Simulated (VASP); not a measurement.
# Ge (Fmmm) in VASP: further runs

Runs on Ge. Level: LDA. Tasks: single point.

All numbers are computed with VASP 6.6.1; they aren't measurements. Logs are shortened: lines on timing, memory, paths and dates and some standing lists are left out, and cuts for length are marked.

## Step 1: The cell of the first run

Symmetry: Fmmm, No. 69, orthorhombic system. The conventional cell has a = 5.261 Å, b = 5.771 Å, c = 10.231 Å, α = 90.00°, β = 90.00°, γ = 90.00°. Ge (site symmetry mm2) has 8 Ge at 2.71 to 3.17 Å within 3.6 Å. Within 3.4 Å of Ge (site symmetry m2m) lie 8 Ge at 2.61 to 3.17 Å.

## Step 2: Single point, LDA

Input file INCAR:

```
  PREC = Accurate
  ENCUT = 520
  EDIFF = 1E-7
  ISMEAR = 0
  SIGMA = 0.05
  LREAL = False
  LASPH = True
  NELM = 60
  ALGO = Normal
  ISIF = 2
  LWAVE = False
  LCHARG = False
  GGA = CA
  NBANDS = 36
```

Input file KPOINTS:

```
regular mesh
0
Gamma
  6 6 6
```

Input file POSCAR:

```
Ge
1.0
    0.0000000000      2.8857400000      5.1156650000
    2.6304970000      0.0000000000      5.1156650000
    2.6304970000      2.8857400000      0.0000000000
Ge
4
Direct
    0.7818670000      0.7818670000      0.2181330000
    0.2181330000      0.2181330000      0.7818670000
    0.2735100000      0.7264900000      0.2735100000
    0.7264900000      0.2735100000      0.7264900000
```

Potentials or basis: VASP PAW LDA potentials, release 64 (Ge_d).

On the command line:

```bash
$ cat potpaw_LDA.64/Ge_d/POTCAR > POTCAR
$ mpirun -np 1 vasp_std > vasp.out
```

OUTCAR:

```text
PREC = Accurate
   ENCUT = 520
   EDIFF = 1E-7
   ISMEAR = 0
   LREAL = False
   LASPH = True
   NELM = 60
   ISIF = 2
   GGA = CA

 ion  position               nearest neighbor table
   1  0.782  0.782  0.218-   2 2.71   2 2.71   3 2.73   4 2.73
   2  0.218  0.218  0.782-   1 2.71   1 2.71   3 2.73   4 2.73
   3  0.274  0.726  0.274-   4 2.61   4 2.64   4 2.64   2 2.73   1 2.73
   4  0.726  0.274  0.726-   3 2.61   3 2.64   3 2.64   2 2.73   1 2.73

  LATTYP: Found a face centered orthorhombic cell.
 ALAT       =     5.2609940000
 B/A-ratio  =     1.0970322338
 C/A-ratio  =     1.9447522654

  Lattice vectors:

 A1 = (   0.0000000000,   2.8857400000,   5.1156650000)
 A2 = (   2.6304970000,   0.0000000000,   5.1156650000)
 A3 = (   2.6304970000,   2.8857400000,   0.0000000000)

Analysis of symmetry for initial positions (statically):
=====================================================================
 Subroutine PRICEL returns:
 Original cell was already a primitive cell.

 Routine SETGRP: Setting up the symmetry group for a
 face centered orthorhombic supercell.

 Subroutine GETGRP returns: Found  8 space group operations
 (whereof  8 operations were pure point group operations)
 out of a pool of  8 trial point group operations.

The static configuration has the point symmetry D_2h.

Analysis of symmetry for dynamics (positions and initial velocities):
=====================================================================
 Subroutine PRICEL returns:
 Original cell was already a primitive cell.

 Routine SETGRP: Setting up the symmetry group for a
 face centered orthorhombic supercell.

 Subroutine GETGRP returns: Found  8 space group operations
 (whereof  8 operations were pure point group operations)
 out of a pool of  8 trial point group operations.

The dynamic configuration has the point symmetry D_2h.

 Subroutine INISYM returns: Found  8 space group operations
 (whereof  8 operations are pure point group operations),
 and found     1 'primitive' translations

----------------------------------------------------------------------------------------

                                     Primitive cell

  volume of cell :      77.6653

  direct lattice vectors                    reciprocal lattice vectors
     0.000000000  2.885740000  5.115665000    -0.190078149  0.173265783  0.097739004
     2.630497000  0.000000000  5.115665000     0.190078149 -0.173265783  0.097739004
     2.630497000  2.885740000  0.000000000     0.190078149  0.173265783 -0.097739004

[... 83 lines left out ...]
   LSORBIT =      F    spin-orbit coupling
   LASPH  =      T    aspherical Exc in radial PAW
   ENCUT  =  520.0 eV  38.22 Ry    6.18 a.u.  10.92 10.70  7.26*2*pi/ulx,y,z
   NELM   =     60;   NELMIN=  2; NELMDL= -5     # of ELM steps
   EDIFF  = 0.1E-06   stopping-criterion for ELM
   LREAL  =      F    real-space projection
   EDIFFG = 0.1E-05   stopping-criterion for IOM
   NSW    =      0    number of steps for IOM
   IBRION =     -1    ionic relax: 0-MD 1-quasi-New 2-CG
   NFREE  =      0    steps in history (QN), initial steepest desc. (CG)
   ISIF   =      2    stress and relaxation
   ISYM   =      2    0-nonsym 1-usesym 2-fastsym
   POTIM  = 0.5000    time-step for ionic-motion
   TEBEG  =    0.0;   TEEND  =   0.0 temperature during run
   PSTRESS=    0.0 pullay stress
   NELECT =      56.0000    total number of electrons
   NUPDOWN=      -1.0000    fix difference up-down
   EMIN   =  10.00;   EMAX   =-10.00  energy-range for DOS
   EFERMI =   0.00;   METHOD = LEGACY
   ISMEAR =     0;   SIGMA  =   0.05  broadening in eV -4-tet -1-fermi 0-gaus
   EFERMI_NEDOS =   21; number of points for ismear=-14 and -15
   IALGO  =     38    algorithm
   IMIX   =      4    mixing-type and parameters
     AMIX     =   0.40;   BMIX     =  1.00
     AMIX_MAG =   1.60;   BMIX_MAG =  1.00
  volume/ion in A,a.u.               =      19.42       131.03
  Fermi-wavevector in a.u.,A,eV,Ry     =   1.468008  2.774133 29.321208  2.155048
  Thomas-Fermi vector in A             =   2.583557
   LORBIT       =      0    0 simple, 1 ext, 2 COOP (PROOUT), +10 PAW based schemes
   GGA     = CA    functional components
   LHFCALC =     F    Hartree Fock is set to
   AEXX    =    0.0000 exact exchange contribution
   IVDW    =     0    specifies the selected vdW correction
   LEPSILON=     F    determine dielectric tensor
   LRPA    =     F    only Hartree local field effects (RPA)
 non-spin polarized calculation
 Gauss-broadening in eV      SIGMA  =   0.05
  energy-cutoff  :      520.00
  volume of cell :       77.67
 maximum number of plane-waves:      2116
 NGX is ok and might be reduce to    48
   NGX = 21   NGY = 21   NGZ = 15

 number of electron      55.9999999 magnetization

 Free energy of the ion-electron system (eV)
  ---------------------------------------------------
  ext. energy  EPLUGINS =         0.00000000
  ---------------------------------------------------
  free energy    TOTEN  =       -19.91646687 eV

  energy without entropy =      -19.91270581  energy(sigma->0) =      -19.91458634

 E-fermi :   6.1096     XC(G=0): -11.3631

 val. band max:        6.0980598994   @ k =  -0.3333   0.0000   0.1667
 cond. band min:       6.1110953862   @ k =   0.5000  -0.3333   0.1667
 fundamental gap:      0.0130354868
 Fermi energy:         6.1095990258

 k-point     1 :       0.0000    0.0000    0.0000
  band No.  band energies     occupation
      1     -18.8047      2.00000
      2     -18.7535      2.00000
      3     -18.7214      2.00000
      4     -18.7108      2.00000
      5     -18.7060      2.00000
      6     -18.7042      2.00000
[... 925 lines left out ...]
     35      12.2277      0.00000
     36      12.6706      0.00000

 [... further k-points ...]
[... 5 lines left out ...]
  --------------------------------------------------------------------------------------
  -------------------------------------------------------------------------------------
  Total       -1.3115468     -2.8250666     -3.0075021     -0.0000000      0.0000000      0.0000000
  in kB      -27.0562286    -58.2790107    -62.0425180     -0.0000000      0.0000000      0.0000000
  external PRESSURE =     -49.1259191 kB  Pullay stress =       0.0000000 kB

 VOLUME and BASIS-vectors are now :
 -----------------------------------------------------------------------------
  energy-cutoff  :      520.00
  volume of cell :       77.67
      direct lattice vectors                 reciprocal lattice vectors
     0.000000000  2.885740000  5.115665000    -0.190078149  0.173265783  0.097739004
     2.630497000  0.000000000  5.115665000     0.190078149 -0.173265783  0.097739004
     2.630497000  2.885740000  0.000000000     0.190078149  0.173265783 -0.097739004

 POSITION                                       TOTAL-FORCE (eV/Angst)
 -----------------------------------------------------------------------------------
      2.63050      2.88574      7.99954         0.000000     -0.000000      0.041575
      2.63050      2.88574      2.23179         0.000000     -0.000000     -0.041575
      2.63050      1.57856      5.11566         0.000000     -0.018230      0.000000
      2.63050      4.19292      5.11566         0.000000      0.018230      0.000000
 -----------------------------------------------------------------------------------
    total drift:                                0.000000      0.000000      0.000000

  FREE ENERGIE OF THE ION-ELECTRON SYSTEM (eV)
  ---------------------------------------------------
  free  energy   TOTEN  =       -19.9164668657 eV

  energy  without entropy=      -19.9127058104  energy(sigma->0) =      -19.91458634
```

Wall time 2.4 min (1 thread of Intel Xeon Platinum 8259CL at 2.50GHz (Skylake/Cascade Lake), shared host); peak memory 0.25 GiB.

What came out:

```
Free energy            : -19.9165 eV
Pressure               : -4.9 GPa
Largest force          : 0.042 eV/Å
Band gap on the k mesh : zero (band 28 reaches 7.44 eV, above the bottom of band 29 at 4.22 eV)
```

Forces on the atoms (eV/Å):
```
Ge   0.000  0.000  0.042
Ge   0.000  0.000 -0.042
Ge   0.000 -0.018  0.000
Ge   0.000  0.018  0.000
```

## Step 3: Single point, LDA

Input file INCAR:

```
SYSTEM = Ge
ALGO = Normal
EDIFF = 1E-6
ENCUT = 520
ISIF = 2
ISMEAR = 0
LASPH = .TRUE.
LCHARG = .FALSE.
LREAL = .FALSE.
LWAVE = .FALSE.
NBANDS = 36
NELM = 100
PREC = Accurate
SIGMA = 0.025
```

Input file KPOINTS:

```
k-points
0
G
  6 6 6
  0 0 0
```

POSCAR is that of step 2.

Potentials or basis: VASP PAW LDA potentials, release 64 (Ge_d).

On the command line:

```bash
$ cat potpaw_LDA.64/Ge_d/POTCAR > POTCAR
$ mpirun -np 1 vasp_std > vasp.out
```

It took 2.3 min on 1 thread of Intel Xeon Platinum 8259CL at 2.50GHz (Skylake/Cascade Lake), shared host; peak memory 0.25 GiB.

Results (log left out):

* Free energy: -19.9149 eV
* Pressure: -5.0 GPa
* Largest force: 0.069 eV/Å
* Band gap on the k mesh: zero (band 28 reaches 7.44 eV, above the bottom of band 29 at 4.22 eV)

Forces in eV/Å, atoms in the order of the input:
```
Ge   0.000  0.000  0.069
Ge   0.000  0.000 -0.069
Ge   0.000 -0.016  0.000
Ge   0.000  0.016  0.000
```

Stress tensor (GPa, compression positive):
```
-2.34  0.00  0.00
 0.00 -6.13  0.00
 0.00  0.00 -6.45
```

Levels at points of the mesh, in eV from the Fermi level:
```
           k point  band 25  band 26  band 27  band 28  band 29  band 30  band 31  band 32
(0.00, 0.00, 0.00)    -3.03    -2.40    -2.04    -1.90    -1.66     2.92     3.71     3.92
(0.50, 0.00, 0.00)    -2.08    -1.69    -0.88     0.70     0.90     1.10     2.18     2.27
(0.50, 0.50, 0.00)    -2.20    -1.89    -0.31     0.38     0.95     1.04     1.89     2.62
(0.50, 0.00, 0.50)    -4.63    -4.14    -3.24    -2.71    -1.29    -0.87     3.41     4.57
(0.00, 0.50, 0.50)    -5.74    -5.27    -3.60    -2.12    -1.90     2.78     3.66     3.92
```
